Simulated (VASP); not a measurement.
# Cu (Immm) in VASP: further runs

Cu is run at these levels: PBE; tasks: single point, relaxation of cell and atoms.

Everything below comes from runs of VASP 6.6.1. Logs are shortened: lines on timing, memory, paths and dates and some standing lists are left out, and cuts for length are marked.

### 1 The cell of the first run

It takes space group Immm (No. 71, orthorhombic). The conventional cell has a = 2.308 Å, b = 3.030 Å, c = 3.619 Å, α = 90.00°, β = 90.00°, γ = 90.00°. Cu (site symmetry mmm) has 12 Cu at 2.31 to 3.03 Å within 3.1 Å.

### 2 Single point, PBE

File INCAR:

```
ALGO = Normal
EDIFF = 1E-6
ENCUT = 520
GGA = PE
ISIF = 2
ISMEAR = 0
LASPH = True
LCHARG = False
LREAL = False
LWAVE = False
NBANDS = 12
NELM = 100
PREC = Accurate
SIGMA = 0.1
```

File KPOINTS:

```
k-points
0
Gamma
  10 10 10
```

File POSCAR:

```
Cu
1.0
   -1.1538885300      1.5149255800      1.8096923700
    1.1538885300     -1.5149255800      1.8096923700
    1.1538885300      1.5149255800     -1.8096923700
Cu
1
Direct
    0.0000000000      0.0000000000      0.0000000000
```

Potentials or basis: VASP PAW PBE potentials, release 64 (Cu).

Run with:

```console
> cat potpaw_PBE.64/Cu/POTCAR > POTCAR
> mpirun -np 1 vasp_std > vasp.out
```

OUTCAR:

```text
EDIFF = 1E-6
   ENCUT = 520
   GGA = PE
   ISIF = 2
   ISMEAR = 0
   LASPH = True
   LREAL = False
   NELM = 100
   PREC = Accurate

 ion  position               nearest neighbor table
   1  0.000  0.000  0.000-

  LATTYP: Found a body centered orthorhombic cell.
 ALAT       =     2.3077770600
 B/A-ratio  =     1.3128872856
 C/A-ratio  =     1.5683424551

  Lattice vectors:

 A1 = (  -1.1538885300,   1.5149255800,   1.8096923700)
 A2 = (   1.1538885300,  -1.5149255800,   1.8096923700)
 A3 = (   1.1538885300,   1.5149255800,  -1.8096923700)

Analysis of symmetry for initial positions (statically):
=====================================================================
 Subroutine PRICEL returns:
 Original cell was already a primitive cell.

 Routine SETGRP: Setting up the symmetry group for a
 body centered orthorhombic supercell.

 Subroutine GETGRP returns: Found  8 space group operations
 (whereof  8 operations were pure point group operations)
 out of a pool of  8 trial point group operations.

The static configuration has the point symmetry D_2h.

Analysis of symmetry for dynamics (positions and initial velocities):
=====================================================================
 Subroutine PRICEL returns:
 Original cell was already a primitive cell.

 Routine SETGRP: Setting up the symmetry group for a
 body centered orthorhombic supercell.

 Subroutine GETGRP returns: Found  8 space group operations
 (whereof  8 operations were pure point group operations)
 out of a pool of  8 trial point group operations.

The dynamic configuration has the point symmetry D_2h.

 Subroutine INISYM returns: Found  8 space group operations
 (whereof  8 operations are pure point group operations),
 and found     1 'primitive' translations

----------------------------------------------------------------------------------------

                                     Primitive cell

  volume of cell :      12.6538

  direct lattice vectors                    reciprocal lattice vectors
    -1.153888530  1.514925580  1.809692370     0.000000000  0.330049216  0.276290053
     1.153888530 -1.514925580  1.809692370     0.433317419  0.000000000  0.276290053
     1.153888530  1.514925580 -1.809692370     0.433317419  0.330049216  0.000000000

  length of vectors
     2.627060092  2.627060092  2.627060092     0.430428482  0.513906780  0.544698514

  position of ions in fractional coordinates (direct lattice)
     0.000000000  0.000000000  0.000000000

  ion indices of the primitive-cell ions
   primitive index   ion index
                 1           1

----------------------------------------------------------------------------------------

 KPOINTS: k-points

Automatic generation of k-mesh.
 Grid dimensions read from file:
 generate k-points for:   10   10   10

 Generating k-lattice:

  Cartesian coordinates                     Fractional coordinates (reciprocal lattice)
     0.000000000  0.033004922  0.027629005     0.100000000 -0.000000000  0.000000000
     0.043331742  0.000000000  0.027629005    -0.000000000  0.100000000  0.000000000
     0.043331742  0.033004922  0.000000000     0.000000000  0.000000000  0.100000000

  Length of vectors
     0.043042848  0.051390678  0.054469851

  Shift w.r.t. Gamma in fractional coordinates (k-lattice)
     0.000000000  0.000000000  0.000000000

 Subroutine IBZKPT returns following result:
 ===========================================

 Found    171 irreducible k-points:

 Following reciprocal coordinates:
            Coordinates               Weight
  0.000000  0.000000  0.000000      1.000000
  0.100000  0.000000 -0.000000      4.000000
  0.200000  0.000000 -0.000000      4.000000
  0.300000  0.000000 -0.000000      4.000000
  0.400000  0.000000 -0.000000      4.000000
  0.500000  0.000000 -0.000000      2.000000
[... 16 lines left out ...]
 -0.400000  0.200000  0.000000      8.000000
 -0.300000  0.200000  0.000000      8.000000
 [... further k-points ...]
   k-points           NKPTS =    171   k-points in BZ     NKDIM =    171   number of bands    NBANDS=     12
   number of dos      NEDOS =    301   number of ions     NIONS =      1
   total plane-waves  NPLWV =   8000
   dimension x,y,z NGX =    20 NGY =   20 NGZ =   20
   dimension x,y,z NGXF=    40 NGYF=   40 NGZF=   40
   ions per type =               1
   NGX,Y,Z   is equivalent  to a cutoff of  12.66, 12.66, 12.66 a.u.
   NGXF,Y,Z  is equivalent  to a cutoff of  25.31, 25.31, 25.31 a.u.
 SYSTEM =  unknown system
   PREC   = accura    normal or accurate (medium, high low for compatibility)
   ISTART =      0    job   : 0-new  1-cont  2-samecut
   ICHARG =      2    charge: 1-file 2-atom 10-const
   ISPIN  =      1    spin polarized calculation?
   LNONCOLLINEAR =      F non collinear calculations
   LSORBIT =      F    spin-orbit coupling
   LASPH  =      T    aspherical Exc in radial PAW
   ENCUT  =  520.0 eV  38.22 Ry    6.18 a.u.   4.88  4.88  4.88*2*pi/ulx,y,z
   NELM   =    100;   NELMIN=  2; NELMDL= -5     # of ELM steps
   EDIFF  = 0.1E-05   stopping-criterion for ELM
   LREAL  =      F    real-space projection
   EDIFFG = 0.1E-04   stopping-criterion for IOM
   NSW    =      0    number of steps for IOM
   IBRION =     -1    ionic relax: 0-MD 1-quasi-New 2-CG
   NFREE  =      0    steps in history (QN), initial steepest desc. (CG)
   ISIF   =      2    stress and relaxation
   ISYM   =      2    0-nonsym 1-usesym 2-fastsym
   POTIM  = 0.5000    time-step for ionic-motion
   TEBEG  =    0.0;   TEEND  =   0.0 temperature during run
   PSTRESS=    0.0 pullay stress
   NELECT =      11.0000    total number of electrons
   NUPDOWN=      -1.0000    fix difference up-down
   EMIN   =  10.00;   EMAX   =-10.00  energy-range for DOS
   EFERMI =   0.00;   METHOD = LEGACY
   ISMEAR =     0;   SIGMA  =   0.10  broadening in eV -4-tet -1-fermi 0-gaus
   EFERMI_NEDOS =   21; number of points for ismear=-14 and -15
   IALGO  =     38    algorithm
   IMIX   =      4    mixing-type and parameters
     AMIX     =   0.40;   BMIX     =  1.00
     AMIX_MAG =   1.60;   BMIX_MAG =  1.00
  volume/ion in A,a.u.               =      12.65        85.39
  Fermi-wavevector in a.u.,A,eV,Ry     =   1.562425  2.952555 33.214146  2.441171
  Thomas-Fermi vector in A             =   2.665345
   LORBIT       =      0    0 simple, 1 ext, 2 COOP (PROOUT), +10 PAW based schemes
   GGA     = PE    functional components
   LHFCALC =     F    Hartree Fock is set to
   AEXX    =    0.0000 exact exchange contribution
   IVDW    =     0    specifies the selected vdW correction
   LEPSILON=     F    determine dielectric tensor
   LRPA    =     F    only Hartree local field effects (RPA)
 non-spin polarized calculation
 Gauss-broadening in eV      SIGMA  =   0.10
  energy-cutoff  :      520.00
  volume of cell :       12.65
 maximum number of plane-waves:       352
   NGX =  9   NGY =  9   NGZ =  9

 number of electron      11.0000010 magnetization

 Free energy of the ion-electron system (eV)
  ---------------------------------------------------
  ext. energy  EPLUGINS =         0.00000000
  ---------------------------------------------------
  free energy    TOTEN  =        -3.53734938 eV

  energy without entropy =       -3.53573307  energy(sigma->0) =       -3.53654122

 E-fermi :   6.7831     XC(G=0): -12.2954

 val. band max:        6.6775762776   @ k =   0.5000   0.2000   0.1000
 cond. band min:       6.8166246644   @ k =   0.1000   0.3000   0.1000
 fundamental gap:      0.1390483868
 Fermi energy:         6.7830631321

 k-point     1 :       0.0000    0.0000    0.0000
  band No.  band energies     occupation
      1      -2.0733      2.00000
      2       3.3102      2.00000
      3       3.3537      2.00000
      4       4.5535      2.00000
      5       4.7908      2.00000
      6       4.9121      2.00000
      7      25.1177      0.00000
      8      25.3945      0.00000
      9      28.8403      0.00000
     10      30.8829      0.00000
     11      35.7014      0.00000
     12      38.0553      0.00000

 k-point     2 :       0.1000    0.0000   -0.0000
  band No.  band energies     occupation
      1      -1.7868      2.00000
      2       3.3112      2.00000
      3       3.3583      2.00000
      4       4.5807      2.00000
      5       4.8083      2.00000
      6       4.8756      2.00000
      7      22.0897      0.00000
      8      25.4348      0.00000
      9      29.8938      0.00000
     10      33.5731      0.00000
     11      35.2547      0.00000
     12      36.7618      0.00000

 k-point     3 :       0.2000    0.0000   -0.0000
  band No.  band energies     occupation
      1      -0.9623      2.00000
      2       3.2507      2.00000
      3       3.4540      2.00000
      4       4.5953      2.00000
      5       4.7948      2.00000
      6       4.9135      2.00000
      7      17.7984      0.00000
      8      25.8833      0.00000
      9      30.8254      0.00000
     10      34.0707      0.00000
     11      35.2571      0.00000
     12      37.1381      0.00000
[... 286 lines left out ...]
 k-point    23 :      -0.4000    0.2000    0.0000
  band No.  band energies     occupation
      1       1.6402      2.00000
      2       3.1972      2.00000
      3       3.6847      2.00000
      4       4.3952      2.00000
      5       4.8819      2.00000
      6       5.5574      2.00000
      7      14.4417      0.00000
      8      23.0057      0.00000
      9      24.4768      0.00000
     10      28.1173      0.00000
     11      36.6458      0.00000
     12      38.4478      0.00000

 k-point    24 :      -0.3000    0.2000    0.0000
  band No.  band energies     occupation
      1       0.5642      2.00000
      2       3.2572      2.00000
      3       3.7537      2.00000
      4       4.4114      2.00000
      5       4.8486      2.00000
      6       4.9263      2.00000
      7      18.3622      0.00000
      8      22.6242      0.00000
      9      26.0952      0.00000
     10      28.7235      0.00000
     11      33.3000      0.00000
     12      36.9516      0.00000

 [... further k-points ...]

------------------------ aborting loop because EDIFF is reached ----------------------------------------

  FORCE on cell =-STRESS in cart. coord.  units (eV):
  Direction    XX          YY          ZZ          XY          YZ          ZX
  --------------------------------------------------------------------------------------
  -------------------------------------------------------------------------------------
  Total        1.8648288     -0.9373723     -0.6723879      0.0000000      0.0000000      0.0000000
  in kB      236.1183033   -118.6868985    -85.1354779      0.0000000      0.0000000      0.0000000
  external PRESSURE =      10.7653090 kB  Pullay stress =       0.0000000 kB

 VOLUME and BASIS-vectors are now :
 -----------------------------------------------------------------------------
  energy-cutoff  :      520.00
  volume of cell :       12.65
      direct lattice vectors                 reciprocal lattice vectors
    -1.153888530  1.514925580  1.809692370     0.000000000  0.330049216  0.276290053
     1.153888530 -1.514925580  1.809692370     0.433317419  0.000000000  0.276290053
     1.153888530  1.514925580 -1.809692370     0.433317419  0.330049216  0.000000000

 POSITION                                       TOTAL-FORCE (eV/Angst)
 -----------------------------------------------------------------------------------
      0.00000      0.00000      0.00000         0.000000      0.000000     -0.000000
 -----------------------------------------------------------------------------------
    total drift:                                0.000000     -0.000000      0.000000

  FREE ENERGIE OF THE ION-ELECTRON SYSTEM (eV)
  ---------------------------------------------------
  free  energy   TOTEN  =        -3.5373493774 eV

  energy  without entropy=       -3.5357330704  energy(sigma->0) =       -3.53654122
```

It took 14 s on 1 thread of Intel Xeon Platinum 8488C (Sapphire Rapids), shared host; peak memory 0.14 GiB.

Results:

| Property | Result |
| --- | --- |
| Free energy | -3.5373 eV |
| Pressure | 1.1 GPa |

Levels at points of the mesh, in eV from the Fermi level:
| k point | band 2 | band 3 | band 4 | band 5 | band 6 | band 7 | band 8 | band 9 | band 10 | band 11 |
| --- | --- | --- | --- | --- | --- | --- | --- | --- | --- | --- |
| (0.00, 0.00, 0.00) | -3.47 | -3.43 | -2.23 | -1.99 | -1.87 | 18.33 | 18.61 | 22.06 | 24.10 | 28.92 |
| (0.50, 0.00, 0.00) | -3.37 | -2.27 | -2.07 | -1.75 | -1.45 | 1.93 | 20.49 | 24.69 | 25.37 | 26.06 |
| (0.00, 0.50, 0.00) | -3.61 | -2.41 | -1.73 | -1.35 | 0.55 | 5.48 | 16.93 | 16.96 | 20.68 | 22.79 |
| (0.50, 0.50, 0.00) | -4.14 | -1.91 | -1.60 | -1.29 | 1.65 | 6.87 | 13.19 | 13.29 | 17.47 | 19.84 |
| (0.50, 0.50, 0.50) | -4.28 | -1.52 | -1.46 | -1.43 | 1.99 | 6.80 | 7.18 | 12.46 | 18.97 | 24.03 |

### 3 Relaxation of cell and atoms, PBE

File INCAR:

```
SYSTEM = Cu
PREC = Accurate
ENCUT = 600
EDIFF = 1E-6
ISMEAR = 0
SIGMA = 0.1
LREAL = .False.
LASPH = .True.
NELM = 100
ALGO = Normal
ISIF = 3
LWAVE = .False.
LCHARG = .False.
GGA = PE
IBRION = 2
NSW = 90
EDIFFG = -0.04
```

File KPOINTS:

```
regular mesh
0
Gamma
  10 10 10
  0 0 0
```

POSCAR is that of step 2.

Potentials or basis: VASP PAW PBE potentials, release 64 (Cu).

Run with:

```console
> cat potpaw_PBE.64/Cu/POTCAR > POTCAR
> mpirun -np 1 vasp_std > vasp.out
```

Wall time 99 s (1 thread of Intel Xeon Platinum 8488C (Sapphire Rapids), shared host); peak memory 0.17 GiB.

The run converged. Its results:

| Item | Value |
| --- | --- |
| Free energy | -3.7153 eV |
| Relaxed volume | 12.00 Å³/atom |
| Relaxed cell | a = 2.572 Å, b = 2.572 Å, c = 2.572 Å, α = 120.10°, β = 120.31°, γ = 89.64° |
| Space group after relaxing (to 0.05 Å) | Fm-3m (No. 225) |
| Energy gained by relaxing | 177.9 meV/atom |
| Ionic steps | 15 |
| Pressure after relaxing | 0.2 GPa |

Stress tensor (GPa, compression positive):
```
 0.14  0.00  0.00
 0.00  0.53  0.00
 0.00  0.00 -0.08
```

The path:
```csv
step,energy change (eV),largest force (eV/Å),pressure (GPa),volume (Å³)
1,0.0000,0.0000,1.16,12.65
2,-0.1252,0.0000,-5.49,12.75
3,-0.1375,0.0000,-6.19,12.76
4,-0.1497,0.0000,-6.65,12.74
5,-0.1618,0.0000,4.61,11.67
6,-0.1669,0.0000,0.12,12.02
7,-0.1683,0.0000,0.12,12.02
8,-0.1719,0.0000,0.02,12.03
9,-0.1763,0.0000,0.17,12.01
10,-0.1540,0.0000,2.76,11.87
11,-0.1766,0.0000,0.24,12.00
12,-0.1775,0.0000,-0.69,12.08
13,-0.1777,0.0000,-0.47,12.06
14,-0.1776,0.0000,1.14,11.92
15,-0.1779,0.0000,0.20,12.00
```

Final structure:
```yaml
crystal:
  lattice:
    - [-1.28416, 1.28009, 1.82467]
    - [1.28416, -1.28009, 1.82467]
    - [1.28416, 1.28009, -1.82467]
  atoms:
    - { symbol: Cu, position: [0.00000, 0.00000, 0.00000] }
```

Levels at points of the mesh, in eV from the Fermi level:
| k point | band 3 | band 4 | band 5 | band 6 | band 7 | band 8 | band 9 |
| --- | --- | --- | --- | --- | --- | --- | --- |
| (0.00, 0.00, 0.00) | -2.87 | -2.86 | -2.09 | -2.06 | 22.57 | 25.03 | 25.08 |
| (0.50, 0.00, 0.00) | -2.90 | -1.53 | -1.51 | -0.84 | 3.80 | 21.04 | 21.98 |
| (0.00, 0.50, 0.00) | -2.88 | -1.52 | -1.52 | -0.86 | 3.76 | 21.06 | 22.09 |
| (0.50, 0.50, 0.00) | -1.54 | -1.39 | -1.37 | 1.66 | 7.16 | 13.01 | 13.02 |
| (0.50, 0.50, 0.50) | -1.54 | -1.38 | -1.38 | 1.53 | 7.00 | 13.09 | 13.24 |
